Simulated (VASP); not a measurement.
# ZnO (P6_3mc) in VASP: further runs

ZnO is run at these levels: PBE; tasks: single point.

All numbers are computed with VASP 6.6.1; they aren't measurements. Logs are shortened: lines on timing, memory, paths and dates and some standing lists are left out, and cuts for length are marked.

**1. The cell of the first run**

The structure is hexagonal, space group P6_3mc (No. 186). The conventional cell has a = 3.462 Å, b = 3.462 Å, c = 4.750 Å, α = 90.00°, β = 90.00°, γ = 120.00°. Zn (site symmetry 3m) has 4 O at 1.80 to 2.08 Å within 2.4 Å. O (site symmetry 3m) has 4 Zn at 1.80 to 2.08 Å within 2.4 Å.

**2. Single point, PBE**

Contents of INCAR:

```
ALGO = Normal ; EDIFF = 1E-7
ENCUT = 520 ; GGA = PE
ISIF = 2 ; ISMEAR = 0
LASPH = T ; LCHARG = F
LREAL = F ; LWAVE = F
NBANDS = 26 ; NELM = 100
PREC = Accurate ; SIGMA = 0.05
```

Contents of KPOINTS:

```
k-points
0
Gamma
  12 12 6
```

Contents of POSCAR:

```
ZnO
1.0
    3.4620345017      0.0000000000      0.0000000000
   -1.7310172508      2.9982098273      0.0000000000
    0.0000000000      0.0000000000      4.7496165535
Zn O
2 2
Direct
    0.3333333333      0.6666666667      0.0015026883
    0.6666666667      0.3333333333      0.5015026883
    0.3333333333      0.6666666667      0.3805973117
    0.6666666667      0.3333333333      0.8805973117
```

Potentials or basis: VASP PAW PBE potentials, release 64 (Zn, O).

Launch:

```bash
$ cat potpaw_PBE.64/Zn/POTCAR potpaw_PBE.64/O/POTCAR > POTCAR
$ mpirun -np 1 vasp_std > vasp.out
```

OUTCAR:

```text
EDIFF = 1E-7
   ENCUT = 520
   GGA = PE
   ISIF = 2
   ISMEAR = 0
   LASPH = T
   LREAL = F
   NELM = 100
   PREC = Accurate

 ion  position               nearest neighbor table
   1  0.333  0.667  0.002-   3 1.80   4 2.08   4 2.08   4 2.08
   2  0.667  0.333  0.502-   4 1.80   3 2.08   3 2.08   3 2.08
   3  0.333  0.667  0.381-   1 1.80   2 2.08   2 2.08   2 2.08
   4  0.667  0.333  0.881-   2 1.80   1 2.08   1 2.08   1 2.08

  LATTYP: Found a hexagonal cell.
 ALAT       =     3.4620345017
 C/A-ratio  =     1.3719148527

  Lattice vectors:

 A1 = (   3.4620345017,   0.0000000000,   0.0000000000)
 A2 = (  -1.7310172508,   2.9982098273,   0.0000000000)
 A3 = (   0.0000000000,   0.0000000000,   4.7496165535)

Analysis of symmetry for initial positions (statically):
=====================================================================
 Subroutine PRICEL returns:
 Original cell was already a primitive cell.

 Routine SETGRP: Setting up the symmetry group for a
 hexagonal supercell.

 Subroutine GETGRP returns: Found 12 space group operations
 (whereof  6 operations were pure point group operations)
 out of a pool of 24 trial point group operations.

The static configuration has the point symmetry C_3v.
 The point group associated with its full space group is C_6v.

Analysis of symmetry for dynamics (positions and initial velocities):
=====================================================================
 Subroutine PRICEL returns:
 Original cell was already a primitive cell.

 Routine SETGRP: Setting up the symmetry group for a
 hexagonal supercell.

 Subroutine GETGRP returns: Found 12 space group operations
 (whereof  6 operations were pure point group operations)
 out of a pool of 24 trial point group operations.

The dynamic configuration has the point symmetry C_3v.
 The point group associated with its full space group is C_6v.

 Subroutine INISYM returns: Found 12 space group operations
 (whereof  6 operations are pure point group operations),
 and found     1 'primitive' translations

----------------------------------------------------------------------------------------

                                     Primitive cell

  volume of cell :      49.3006

  direct lattice vectors                    reciprocal lattice vectors
     3.462034502  0.000000000  0.000000000     0.288847497  0.166766180  0.000000000
    -1.731017251  2.998209827  0.000000000     0.000000000  0.333532360  0.000000000
     0.000000000  0.000000000  4.749616554     0.000000000  0.000000000  0.210543312

  length of vectors
     3.462034502  3.462034502  4.749616554     0.333532360  0.333532360  0.210543312

  position of ions in fractional coordinates (direct lattice)
     0.333333333  0.666666667  0.001502688
     0.666666667  0.333333333  0.501502688
     0.333333333  0.666666667  0.380597312
     0.666666667  0.333333333  0.880597312

  ion indices of the primitive-cell ions
   primitive index   ion index
                 1           1
                 2           2
                 3           3
                 4           4

----------------------------------------------------------------------------------------

 KPOINTS: k-points

Automatic generation of k-mesh.
 Grid dimensions read from file:
 generate k-points for:   12   12    6

 Generating k-lattice:

  Cartesian coordinates                     Fractional coordinates (reciprocal lattice)
     0.024070625  0.013897182  0.000000000     0.083333333  0.000000000  0.000000000
     0.000000000  0.027794363  0.000000000     0.000000000  0.083333333  0.000000000
     0.000000000  0.000000000  0.035090552     0.000000000  0.000000000  0.166666667

  Length of vectors
     0.027794363  0.027794363  0.035090552

  Shift w.r.t. Gamma in fractional coordinates (k-lattice)
     0.000000000  0.000000000  0.000000000

 Subroutine IBZKPT returns following result:
 ===========================================

 Found     76 irreducible k-points:

 Following reciprocal coordinates:
            Coordinates               Weight
  0.000000  0.000000  0.000000      1.000000
  0.083333  0.000000  0.000000      6.000000
  0.166667 -0.000000  0.000000      6.000000
  0.250000 -0.000000  0.000000      6.000000
  0.333333  0.000000  0.000000      6.000000
  0.416667  0.000000  0.000000      6.000000
[... 16 lines left out ...]
  0.250000 -0.000000  0.166667     12.000000
  0.333333  0.000000  0.166667     12.000000
 [... further k-points ...]
   k-points           NKPTS =     76   k-points in BZ     NKDIM =     76   number of bands    NBANDS=     26
   number of dos      NEDOS =    301   number of ions     NIONS =      4
   total plane-waves  NPLWV =  28224
   dimension x,y,z NGX =    28 NGY =   28 NGZ =   36
   dimension x,y,z NGXF=    56 NGYF=   56 NGZF=   72
   ions per type =               2   2
   NGX,Y,Z   is equivalent  to a cutoff of  13.45, 13.45, 12.60 a.u.
   NGXF,Y,Z  is equivalent  to a cutoff of  26.89, 26.89, 25.20 a.u.
 SYSTEM =  unknown system
   PREC   = accura    normal or accurate (medium, high low for compatibility)
   ISTART =      0    job   : 0-new  1-cont  2-samecut
   ICHARG =      2    charge: 1-file 2-atom 10-const
   ISPIN  =      1    spin polarized calculation?
   LNONCOLLINEAR =      F non collinear calculations
   LSORBIT =      F    spin-orbit coupling
   LASPH  =      T    aspherical Exc in radial PAW
   ENCUT  =  520.0 eV  38.22 Ry    6.18 a.u.   6.44  6.44  8.83*2*pi/ulx,y,z
   NELM   =    100;   NELMIN=  2; NELMDL= -5     # of ELM steps
   EDIFF  = 0.1E-06   stopping-criterion for ELM
   LREAL  =      F    real-space projection
   EDIFFG = 0.1E-05   stopping-criterion for IOM
   NSW    =      0    number of steps for IOM
   IBRION =     -1    ionic relax: 0-MD 1-quasi-New 2-CG
   NFREE  =      0    steps in history (QN), initial steepest desc. (CG)
   ISIF   =      2    stress and relaxation
   ISYM   =      2    0-nonsym 1-usesym 2-fastsym
   POTIM  = 0.5000    time-step for ionic-motion
   TEBEG  =    0.0;   TEEND  =   0.0 temperature during run
   PSTRESS=    0.0 pullay stress
   NELECT =      36.0000    total number of electrons
   NUPDOWN=      -1.0000    fix difference up-down
   EMIN   =  10.00;   EMAX   =-10.00  energy-range for DOS
   EFERMI =   0.00;   METHOD = LEGACY
   ISMEAR =     0;   SIGMA  =   0.05  broadening in eV -4-tet -1-fermi 0-gaus
   EFERMI_NEDOS =   21; number of points for ismear=-14 and -15
   IALGO  =     38    algorithm
   IMIX   =      4    mixing-type and parameters
     AMIX     =   0.40;   BMIX     =  1.00
     AMIX_MAG =   1.60;   BMIX_MAG =  1.00
  volume/ion in A,a.u.               =      12.33        83.17
  Fermi-wavevector in a.u.,A,eV,Ry     =   1.474207  2.785846 29.569338  2.173285
  Thomas-Fermi vector in A             =   2.589006
   LORBIT       =      0    0 simple, 1 ext, 2 COOP (PROOUT), +10 PAW based schemes
   GGA     = PE    functional components
   LHFCALC =     F    Hartree Fock is set to
   AEXX    =    0.0000 exact exchange contribution
   IVDW    =     0    specifies the selected vdW correction
   LEPSILON=     F    determine dielectric tensor
   LRPA    =     F    only Hartree local field effects (RPA)
 non-spin polarized calculation
 Gauss-broadening in eV      SIGMA  =   0.05
  energy-cutoff  :      520.00
  volume of cell :       49.30
 maximum number of plane-waves:      1350
 NGX is ok and might be reduce to    28

 number of electron      36.0000024 magnetization

 Free energy of the ion-electron system (eV)
  ---------------------------------------------------
  ext. energy  EPLUGINS =         0.00000000
  ---------------------------------------------------
  free energy    TOTEN  =       -17.22505218 eV

  energy without entropy =      -17.22505218  energy(sigma->0) =      -17.22505218

 E-fermi :   1.1422     XC(G=0): -10.7024

 val. band max:        0.9121883896   @ k =   0.0000   0.0000   0.0000
 cond. band min:       1.6449360584   @ k =   0.0000   0.0000   0.0000
 fundamental gap:      0.7327476688
 Fermi energy:         1.1421510091

 k-point     1 :       0.0000    0.0000    0.0000
  band No.  band energies     occupation
      1     -17.0179      2.00000
      2     -16.1222      2.00000
      3      -4.6877      2.00000
      4      -4.6223      2.00000
      5      -4.6223      2.00000
      6      -4.3510      2.00000
[... 18 lines left out ...]
     25      13.8828      0.00000
     26      15.9235      0.00000

 k-point     2 :       0.0833    0.0000    0.0000
  band No.  band energies     occupation
      1     -16.9880      2.00000
      2     -16.1182      2.00000
      3      -4.7278      2.00000
      4      -4.6088      2.00000
      5      -4.5923      2.00000
      6      -4.3842      2.00000
[... 18 lines left out ...]
     25      13.9782      0.00000
     26      16.2220      0.00000

 k-point     3 :       0.1667   -0.0000    0.0000
  band No.  band energies     occupation
      1     -16.9025      2.00000
      2     -16.1099      2.00000
      3      -4.8006      2.00000
      4      -4.5748      2.00000
      5      -4.5421      2.00000
      6      -4.4317      2.00000
[... 18 lines left out ...]
     25      14.1721      0.00000
     26      15.4522      0.00000

 k-point     4 :       0.2500   -0.0000    0.0000
  band No.  band energies     occupation
      1     -16.7765      2.00000
      2     -16.1060      2.00000
      3      -4.8694      2.00000
      4      -4.5369      2.00000
      5      -4.4960      2.00000
      6      -4.4511      2.00000
[... 18 lines left out ...]
     25      14.2288      0.00000
     26      14.4442      0.00000
[... 496 lines left out ...]
      1     -16.8477      2.00000
      2     -16.1599      2.00000
      3      -4.8661      2.00000
      4      -4.6219      2.00000
      5      -4.5732      2.00000
      6      -4.5508      2.00000
[... 18 lines left out ...]
     25      13.8494      0.00000
     26      15.2969      0.00000

 k-point    23 :       0.2500   -0.0000    0.1667
  band No.  band energies     occupation
      1     -16.7282      2.00000
      2     -16.1462      2.00000
      3      -4.9340      2.00000
      4      -4.6456      2.00000
      5      -4.5288      2.00000
      6      -4.4991      2.00000
[... 18 lines left out ...]
     25      13.9498      0.00000
     26      14.4467      0.00000

 k-point    24 :       0.3333    0.0000    0.1667
  band No.  band energies     occupation
      1     -16.5937      2.00000
      2     -16.1451      2.00000
      3      -4.9725      2.00000
      4      -4.6692      2.00000
      5      -4.4936      2.00000
      6      -4.4320      2.00000
[... 18 lines left out ...]
     25      13.7689      0.00000
     26      13.9177      0.00000

 [... further k-points ...]

------------------------ aborting loop because EDIFF is reached ----------------------------------------

  FORCE on cell =-STRESS in cart. coord.  units (eV):
  Direction    XX          YY          ZZ          XY          YZ          ZX
  --------------------------------------------------------------------------------------
  -------------------------------------------------------------------------------------
  Total       -2.1485630     -2.1485630     10.3227219     -0.0000000      0.0000000      0.0000000
  in kB      -69.8243208    -69.8243208    335.4693499     -0.0000000      0.0000000      0.0000000
  external PRESSURE =      65.2735694 kB  Pullay stress =       0.0000000 kB

 VOLUME and BASIS-vectors are now :
 -----------------------------------------------------------------------------
  energy-cutoff  :      520.00
  volume of cell :       49.30
      direct lattice vectors                 reciprocal lattice vectors
     3.462034502  0.000000000  0.000000000     0.288847497  0.166766180  0.000000000
    -1.731017251  2.998209827  0.000000000     0.000000000  0.333532360  0.000000000
     0.000000000  0.000000000  4.749616554     0.000000000  0.000000000  0.210543312

 POSITION                                       TOTAL-FORCE (eV/Angst)
 -----------------------------------------------------------------------------------
     -0.00000      1.99881      0.00714        -0.000000      0.000000     -2.365169
      1.73102      0.99940      2.38195         0.000000     -0.000000     -2.365169
     -0.00000      1.99881      1.80769         0.000000     -0.000000      2.365169
      1.73102      0.99940      4.18250         0.000000     -0.000000      2.365169
 -----------------------------------------------------------------------------------
    total drift:                               -0.000001     -0.000001     -0.002181

  FREE ENERGIE OF THE ION-ELECTRON SYSTEM (eV)
  ---------------------------------------------------
  free  energy   TOTEN  =       -17.2250521845 eV

  energy  without entropy=      -17.2250521845  energy(sigma->0) =      -17.22505218
```

Run time: 42 s. Hardware: 1 thread of Intel Xeon 6975P-C (Granite Rapids), shared host; peak memory 0.22 GiB.

Results:

```
Free energy            : -17.2251 eV
Pressure               : 6.5 GPa
Largest force          : 2.365 eV/Å
Band gap on the k mesh : 0.73 eV, direct
```

Forces on the atoms (eV/Å):
```
Zn   0.000  0.000 -2.365
Zn   0.000  0.000 -2.365
O    0.000  0.000  2.365
O    0.000  0.000  2.365
```

Stress tensor (GPa, compression positive):
```
-6.98  0.00  0.00
 0.00 -6.98  0.00
 0.00  0.00 33.55
```

Levels at points of the mesh, in eV from the valence-band top:
| k point | band 14 | band 15 | band 16 | band 17 | band 18 | band 19 | band 20 | band 21 | band 22 | band 23 |
| --- | --- | --- | --- | --- | --- | --- | --- | --- | --- | --- |
| (0.00, 0.00, 0.00) | -1.30 | -1.30 | -0.12 | -0.12 | 0.00 | 0.73 | 4.66 | 9.61 | 11.43 | 11.43 |
| (0.50, 0.00, 0.00) | -3.09 | -2.68 | -2.67 | -1.15 | -0.65 | 5.31 | 6.47 | 7.36 | 8.59 | 12.00 |
| (0.00, 0.00, 0.50) | -1.92 | -0.68 | -0.68 | -0.68 | -0.68 | 3.58 | 3.58 | 11.33 | 11.33 | 11.65 |
| (0.50, 0.00, 0.50) | -3.50 | -1.54 | -1.54 | -0.81 | -0.81 | 5.76 | 5.76 | 7.87 | 7.87 | 11.96 |

Caveat: forces of over 1 eV/Å act on the atoms, so gaps and moduli don't describe the material at rest.

**3. Single point, PBE**

This run uses another cell than the first one, of the same volume but with other edges.

Contents of INCAR:

```
SYSTEM = ZnO
ALGO = Normal ; EDIFF = 1E-7
ENCUT = 520 ; GGA = PE
ISIF = 2 ; ISMEAR = 0
LASPH = .True. ; LCHARG = .False.
LREAL = .False. ; LWAVE = .False.
NBANDS = 26 ; NELM = 100
PREC = Accurate ; SIGMA = 0.05
```

Contents of KPOINTS:

```
k-points
0
Gamma
  12 12 6
  0 0 0
```

Contents of POSCAR:

```
ZnO
1.0
    3.0861044315      0.0000000000      0.0000000000
   -1.5430522157      2.6726448364      0.0000000000
    0.0000000000      0.0000000000      5.9772317740
Zn O
2 2
Direct
    0.3333333333      0.6666666667      0.0015026883
    0.6666666667      0.3333333333      0.5015026883
    0.3333333333      0.6666666667      0.3805973117
    0.6666666667      0.3333333333      0.8805973117
```

Potentials or basis: VASP PAW PBE potentials, release 64 (Zn, O).

Launch:

```bash
$ cat potpaw_PBE.64/Zn/POTCAR potpaw_PBE.64/O/POTCAR > POTCAR
$ mpirun -np 1 vasp_std > vasp.out
```

Run time: 33 s. Hardware: 1 thread of Intel Xeon 6975P-C (Granite Rapids), shared host; peak memory 0.22 GiB.

Results (log left out):

```yaml
Free_energy: -17.2384 eV
Pressure: 6.5 GPa
Largest_force: 0.710 eV/Å
Band_gap_on_the_k_mesh: 0.28 eV, direct
```

Forces in eV/Å, atoms in the order of the input:
```
Zn   0.000  0.000  0.710
Zn   0.000  0.000  0.710
O    0.000  0.000 -0.710
O    0.000  0.000 -0.710
```

Stress tensor (GPa, compression positive):
```
 16.93   0.00   0.00
  0.00  16.93   0.00
  0.00   0.00 -14.26
```

Levels at points of the mesh, in eV from the valence-band top:
| k point | band 15 | band 16 | band 17 | band 18 | band 19 | band 20 | band 21 | band 22 |
| --- | --- | --- | --- | --- | --- | --- | --- | --- |
| (0.00, 0.00, 0.00) | -0.39 | -0.39 | 0.00 | 0.00 | 0.28 | 5.15 | 6.67 | 10.98 |
| (0.50, 0.00, 0.00) | -2.75 | -1.76 | -1.59 | -1.01 | 5.38 | 6.36 | 6.59 | 8.07 |
| (0.00, 0.00, 0.50) | -0.20 | -0.20 | -0.20 | -0.20 | 2.85 | 2.85 | 8.75 | 8.75 |
| (0.50, 0.00, 0.50) | -1.90 | -1.90 | -1.38 | -1.38 | 5.08 | 5.08 | 7.96 | 7.96 |

[end of part 1 of 2]
